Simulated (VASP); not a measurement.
# Si7H4Cl: single point with PBEsol

The system is Si7H4Cl, a slab with vacuum.

```xyz
36
Lattice="7.6792 0.0000 0.0000 0.0000 7.6792 0.0000 0.0000 0.0000 21.2197" Properties=species:S:1:pos:R:3 pbc="T T T"
H     3.1438    0.0000    1.0000
H     0.6958    0.0000    1.0000
H     6.9834    0.0000    1.0000
H     4.5354    0.0000    1.0000
H     3.1438    3.8396    1.0000
H     0.6958    3.8396    1.0000
H     6.9834    3.8396    1.0000
H     4.5354    3.8396    1.0000
H     5.7370    2.5752   12.1094
H     6.3223    4.9485   12.0903
H     3.9923    4.2689   12.3596
H     5.5914    3.8891   14.1604
Si    1.9198    0.0000    1.8655
Si    5.7594    0.0000    1.8655
Si    1.9198    3.8396    1.8655
Si    5.7594    3.8396    1.8655
Si    1.9202    1.9129    3.1700
Si    5.7597    1.9244    3.1670
Si    1.9202    5.7613    3.2506
Si    5.7597    5.7582    3.2390
Si    0.0015    1.9087    4.4735
Si    3.8389    1.9088    4.4737
Si   -0.0088    5.7437    4.6246
Si    3.8493    5.7437    4.6247
Si   -0.0373    0.0409    5.9032
Si    3.8782    0.0409    5.9033
Si   -0.0176    3.7618    5.8992
Si    3.8597    3.7620    5.8995
Si    1.9205    0.8597    6.7191
Si    5.7601    0.7271    7.1282
Si    1.9212    3.1737    7.0552
Si    5.7609    3.1392    7.0962
Si    5.4105    3.9182   12.6755
Cl    5.7600    0.0870    9.0929
Cl    1.9246    3.7912    9.0304
Cl    5.7705    3.8542    9.0361
```

- Program: VASP 6.6.1
- Task: single point
- Functional: PBEsol
- Potentials or basis: VASP PAW PBE potentials, release 64 (H, Si, Cl)
- Cutoff: 400 eV
- k mesh: 2 × 2 × 1
- Occupations: fermi-dirac, width 0.02 eV
- Spin: collinear spin, zero start

```
Largest force                                         : 0.497 eV/Å
Net moment                                            : 0.00 μB per cell
Valence electrons inside the program's atomic spheres : H 0.58, 0.57 (each value once); Si 1.75, 1.76, 1.72, 1.73, 1.68, 1.69, 1.70, 1.67, 1.71, 1.63, 1.64, 1.77 (each value once); Cl 5.10
```

Forces on the atoms (eV/Å):
```
H   -0.475 -0.075 -0.041
H    0.474 -0.074 -0.040
H   -0.484 -0.071 -0.051
H    0.483 -0.071 -0.050
H   -0.473  0.070 -0.039
H    0.472  0.070 -0.038
H   -0.486  0.080 -0.066
H    0.486  0.081 -0.066
H    0.003 -0.016  0.002
H    0.006  0.004 -0.004
H   -0.011  0.000 -0.005
H    0.000  0.003  0.016
Si   0.002 -0.168  0.096
Si   0.002 -0.086  0.079
Si   0.001  0.111  0.160
Si   0.001  0.139 -0.016
Si   0.000  0.004  0.002
Si   0.000  0.001  0.001
Si   0.000  0.002  0.000
Si   0.000  0.002 -0.002
Si   0.001  0.000  0.002
Si   0.002  0.000  0.002
Si   0.000 -0.002  0.003
Si   0.001 -0.002  0.002
Si  -0.004 -0.007  0.000
Si   0.003 -0.007  0.000
Si  -0.004  0.004 -0.003
Si   0.001  0.004 -0.003
Si   0.000 -0.003  0.009
Si  -0.001 -0.010  0.035
Si  -0.001  0.016  0.036
Si  -0.001  0.014  0.037
Si  -0.003  0.001  0.004
Cl   0.000  0.004 -0.015
Cl   0.000 -0.007 -0.023
Cl   0.001 -0.011 -0.022
```

Levels at points of the mesh, in eV from the Fermi level:
Spin up:
```csv
k point,band 54,band 55,band 56,band 57,band 58,band 59,band 60,band 61,band 62,band 63
"(0.00, 0.00, 0.00)",-1.58,-1.43,-1.35,-1.26,-0.97,-0.28,0.44,0.75,0.80,1.30
"(0.50, 0.00, 0.00)",-1.95,-1.47,-1.38,-1.24,-1.23,0.16,1.23,1.25,1.51,1.65
"(0.00, 0.50, 0.00)",-2.14,-1.78,-1.73,-1.04,-0.87,-0.16,0.84,0.95,1.31,1.45
"(0.50, 0.50, 0.00)",-1.92,-1.92,-1.84,-1.60,-1.48,0.33,1.46,1.47,1.59,1.71
```
Spin down:
| k point | band 56 | band 57 | band 58 | band 59 | band 60 | band 61 |
| --- | --- | --- | --- | --- | --- | --- |
| (0.00, 0.00, 0.00) | -1.35 | -1.26 | -0.97 | -0.28 | 0.44 | 0.75 |
| (0.50, 0.00, 0.00) | -1.38 | -1.24 | -1.23 | 0.16 | 1.23 | 1.25 |
| (0.00, 0.50, 0.00) | -1.73 | -1.04 | -0.87 | -0.16 | 0.84 | 0.95 |
| (0.50, 0.50, 0.00) | -1.84 | -1.60 | -1.48 | 0.33 | 1.46 | 1.47 |

Wall time 46 min on 1 thread of Intel Xeon 8259CL, with other jobs on the host, peak memory 1.2 GiB.

Caveat: the k points lie up to 0.41 Å⁻¹ apart; the PAW data sets were made with another functional, which shifts forces and pressure a little.
